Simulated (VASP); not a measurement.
# Zr (P6/mmm) in VASP: a series of runs

The runs below take Zr through single point, relaxation of cell and atoms, with LDA.

Everything below comes from runs of VASP 6.6.1. Logs are shortened: lines on timing, memory, paths and dates and some standing lists are left out, and cuts for length are marked.

**1. The cell of the first run**

It takes space group P6/mmm (No. 191, hexagonal). The conventional cell has a = 2.653 Å, b = 2.653 Å, c = 2.589 Å, α = 90.00°, β = 90.00°, γ = 120.00°. Zr (site symmetry 6/mmm) has 8 Zr at 2.59 to 2.65 Å within 3.4 Å.

This isn't the form of Zr at room conditions, which is hcp.

**2. Single point, LDA**

The input, INCAR:

```
PREC     = Accurate       # precision mode
ENCUT    = 520            # plane-wave cutoff, eV
EDIFF    = 1E-7           # SCF threshold, eV
ISMEAR   = -1             # smearing method
SIGMA    = 0.08           # smearing width, eV
LREAL    = F              # projectors in reciprocal space
LASPH    = T              # aspherical terms in the spheres
NELM     = 60             # most SCF steps
ALGO     = Normal         # electronic algorithm
ISIF     = 2              # what is computed and relaxed
LWAVE    = F              # write WAVECAR
LCHARG   = F              # write CHGCAR
GGA      = CA             # functional
NBANDS   = 12             # bands
```

The input, KPOINTS:

```
Automatic mesh
0
Gamma
  16 16 15
```

The input, POSCAR:

```
Zr
1.0
    2.6527312642      0.0000000000      0.0000000000
   -1.3263656321      2.2973326642      0.0000000000
    0.0000000000      0.0000000000      2.5890024805
Zr
1
Direct
    0.0000000000      0.0000000000      0.0000000000
```

Potentials or basis: VASP PAW LDA potentials, release 64 (Zr_sv).

The run is started by

```sh
$ cat potpaw_LDA.64/Zr_sv/POTCAR > POTCAR
$ mpirun -np 1 vasp_std > vasp.out
```

OUTCAR:

```text
PREC = Accurate
   ENCUT = 520
   EDIFF = 1E-7
   ISMEAR = -1
   LREAL = F
   LASPH = T
   NELM = 60
   ISIF = 2
   GGA = CA

 ion  position               nearest neighbor table
   1  0.000  0.000  0.000-

  LATTYP: Found a hexagonal cell.
 ALAT       =     2.6527312642
 C/A-ratio  =     0.9759761629

  Lattice vectors:

 A1 = (   2.6527312642,   0.0000000000,   0.0000000000)
 A2 = (  -1.3263656321,   2.2973326642,   0.0000000000)
 A3 = (   0.0000000000,   0.0000000000,   2.5890024805)

Analysis of symmetry for initial positions (statically):
=====================================================================
 Subroutine PRICEL returns:
 Original cell was already a primitive cell.

 Routine SETGRP: Setting up the symmetry group for a
 hexagonal supercell.

 Subroutine GETGRP returns: Found 24 space group operations
 (whereof 24 operations were pure point group operations)
 out of a pool of 24 trial point group operations.

The static configuration has the point symmetry D_6h.

Analysis of symmetry for dynamics (positions and initial velocities):
=====================================================================
 Subroutine PRICEL returns:
 Original cell was already a primitive cell.

 Routine SETGRP: Setting up the symmetry group for a
 hexagonal supercell.

 Subroutine GETGRP returns: Found 24 space group operations
 (whereof 24 operations were pure point group operations)
 out of a pool of 24 trial point group operations.

The dynamic configuration has the point symmetry D_6h.

 Subroutine INISYM returns: Found 24 space group operations
 (whereof 24 operations are pure point group operations),
 and found     1 'primitive' translations

----------------------------------------------------------------------------------------

                                     Primitive cell

  volume of cell :      15.7779

  direct lattice vectors                    reciprocal lattice vectors
     2.652731264  0.000000000  0.000000000     0.376969961  0.217643708  0.000000000
    -1.326365632  2.297332664  0.000000000     0.000000000  0.435287416  0.000000000
     0.000000000  0.000000000  2.589002481     0.000000000  0.000000000  0.386249147

  length of vectors
     2.652731264  2.652731264  2.589002481     0.435287416  0.435287416  0.386249147

  position of ions in fractional coordinates (direct lattice)
     0.000000000  0.000000000  0.000000000

  ion indices of the primitive-cell ions
   primitive index   ion index
[... 73 lines left out ...]
   EDIFF  = 0.1E-06   stopping-criterion for ELM
   LREAL  =      F    real-space projection
   EDIFFG = 0.1E-05   stopping-criterion for IOM
   NSW    =      0    number of steps for IOM
   IBRION =     -1    ionic relax: 0-MD 1-quasi-New 2-CG
   NFREE  =      0    steps in history (QN), initial steepest desc. (CG)
   ISIF   =      2    stress and relaxation
   ISYM   =      2    0-nonsym 1-usesym 2-fastsym
   POTIM  = 0.5000    time-step for ionic-motion
   TEBEG  =    0.0;   TEEND  =   0.0 temperature during run
   PSTRESS=    0.0 pullay stress
   NELECT =      12.0000    total number of electrons
   NUPDOWN=      -1.0000    fix difference up-down
   EMIN   =  10.00;   EMAX   =-10.00  energy-range for DOS
   EFERMI =   0.00;   METHOD = LEGACY
   ISMEAR =    -1;   SIGMA  =   0.08  broadening in eV -4-tet -1-fermi 0-gaus
   EFERMI_NEDOS =   21; number of points for ismear=-14 and -15
   IALGO  =     38    algorithm
   IMIX   =      4    mixing-type and parameters
     AMIX     =   0.40;   BMIX     =  1.00
     AMIX_MAG =   1.60;   BMIX_MAG =  1.00
  volume/ion in A,a.u.               =      15.78       106.47
  Fermi-wavevector in a.u.,A,eV,Ry     =   1.494349  2.823910 30.382884  2.233079
  Thomas-Fermi vector in A             =   2.606633
   LORBIT       =      0    0 simple, 1 ext, 2 COOP (PROOUT), +10 PAW based schemes
   GGA     = CA    functional components
   LHFCALC =     F    Hartree Fock is set to
   AEXX    =    0.0000 exact exchange contribution
   IVDW    =     0    specifies the selected vdW correction
   LEPSILON=     F    determine dielectric tensor
   LRPA    =     F    only Hartree local field effects (RPA)
 non-spin polarized calculation
  energy-cutoff  :      520.00
  volume of cell :       15.78
 maximum number of plane-waves:       438
 NGX is ok and might be reduce to    20
   NGX =  9   NGY =  9   NGZ =  9

 number of electron      12.0000000 magnetization

 Free energy of the ion-electron system (eV)
  ---------------------------------------------------
  ext. energy  EPLUGINS =         0.00000000
  ---------------------------------------------------
  free energy    TOTEN  =        -8.09638432 eV

  energy without entropy =       -8.08226954  energy(sigma->0) =       -8.08932693

 E-fermi :  13.4915     XC(G=0): -13.1421

 val. band max:       13.4478126130   @ k =   0.1250   0.0625   0.2667
 cond. band min:      13.4920450093   @ k =   0.1250   0.0000   0.2667
 fundamental gap:      0.0442323963
 Fermi energy:        13.4915496980

 k-point     1 :       0.0000    0.0000    0.0000
  band No.  band energies     occupation
      1     -34.8819      2.00000
      2     -11.3889      2.00000
      3     -10.9881      2.00000
      4     -10.9881      2.00000
      5       8.2392      2.00000
      6      10.4005      2.00000
      7      14.7409      0.00000
      8      14.7409      0.00000
      9      22.2162      0.00000
     10      22.2162      0.00000
     11      25.5083      0.00000
     12      29.3874      0.00000
[... 331 lines left out ...]
 k-point    24 :       0.2500    0.1875    0.0000
  band No.  band energies     occupation
      1     -34.1986      2.00000
      2     -13.8747      2.00000
      3     -12.2650      2.00000
      4     -10.9511      2.00000
      5      11.6284      2.00000
      6      11.9994      2.00000
      7      13.9934      0.00377
      8      17.3297      0.00000
      9      20.0247      0.00000
     10      21.4897      0.00000
     11      27.7616      0.00000
     12      28.4386      0.00000

 [... further k-points ...]
[... 5 lines left out ...]
  --------------------------------------------------------------------------------------
  -------------------------------------------------------------------------------------
  Total        5.6710467      5.6710467      5.6669757      0.0000000      0.0000000      0.0000000
  in kB      575.8696583    575.8696583    575.4562603      0.0000000      0.0000000      0.0000000
  external PRESSURE =     575.7318590 kB  Pullay stress =       0.0000000 kB

 VOLUME and BASIS-vectors are now :
 -----------------------------------------------------------------------------
  energy-cutoff  :      520.00
  volume of cell :       15.78
      direct lattice vectors                 reciprocal lattice vectors
     2.652731264  0.000000000  0.000000000     0.376969961  0.217643708  0.000000000
    -1.326365632  2.297332664  0.000000000     0.000000000  0.435287416  0.000000000
     0.000000000  0.000000000  2.589002481     0.000000000  0.000000000  0.386249147

 POSITION                                       TOTAL-FORCE (eV/Angst)
 -----------------------------------------------------------------------------------
      0.00000      0.00000      0.00000        -0.000000      0.000000      0.000000
 -----------------------------------------------------------------------------------
    total drift:                               -0.000000      0.000000      0.000000

  FREE ENERGIE OF THE ION-ELECTRON SYSTEM (eV)
  ---------------------------------------------------
  free  energy   TOTEN  =        -8.0963843192 eV

  energy  without entropy=       -8.0822695353  energy(sigma->0) =       -8.08932693
```

OSZICAR:

```text
N       E                     dE             d eps       ncg     rms          rms(c)
DAV:   1     0.926894533573E+02    0.92689E+02   -0.73149E+03  5780   0.105E+03
DAV:   2    -0.531403955956E+01   -0.98003E+02   -0.94651E+02  6576   0.290E+02
DAV:   3    -0.815145194153E+01   -0.28374E+01   -0.27925E+01  8080   0.424E+01
DAV:   4    -0.822071780450E+01   -0.69266E-01   -0.69211E-01  6456   0.633E+00
DAV:   5    -0.822306614431E+01   -0.23483E-02   -0.23483E-02  7552   0.875E-01    0.229E+01
DAV:   6    -0.808806767956E+01    0.13500E+00   -0.26354E-01  6752   0.478E+00    0.111E+01
DAV:   7    -0.809241833570E+01   -0.43507E-02   -0.15349E-01  7352   0.345E+00    0.124E+00
DAV:   8    -0.809639708713E+01   -0.39788E-02   -0.15534E-02  6428   0.148E+00    0.124E-01
DAV:   9    -0.809640541375E+01   -0.83266E-05   -0.50914E-04  6784   0.214E-01    0.260E-02
DAV:  10    -0.809638405690E+01    0.21357E-04   -0.19253E-05  6736   0.478E-02    0.892E-03
DAV:  11    -0.809638459439E+01   -0.53749E-06   -0.11641E-06  6472   0.125E-02    0.237E-03
DAV:  12    -0.809638431433E+01    0.28007E-06   -0.18738E-07  6256   0.385E-03    0.736E-04
DAV:  13    -0.809638431917E+01   -0.48412E-08   -0.93855E-09  3256   0.934E-04
   1 F= -.80963843E+01 E0= -.80893269E+01  d E =-.141148E-01
```

stdout:

```text
POSCAR found type information on POSCAR Zr
 POSCAR found :  1 types and       1 ions
 scaLAPACK will be used
 LDA part: xc-table for (Slater(with rela. corr.)+CA(PZ))
 , standard interpolation
 POSCAR, INCAR and KPOINTS ok, starting setup
 FFT: planning ... GRIDC
 FFT: planning ... GRID_SOFT
 FFT: planning ... GRID
 WAVECAR not read
 entering main loop
```

It took 18 s on 1 thread of Intel Xeon 6975P-C (Granite Rapids), shared host; peak memory 0.15 GiB.

Results:

```
Free energy            : -8.0964 eV
Pressure               : 57.6 GPa
Band gap on the k mesh : zero (bands 6 and 7 overlap by 2.37 eV)
```

Caveat: the cell stands under pressure.

(Continued in part 2 of 2.)
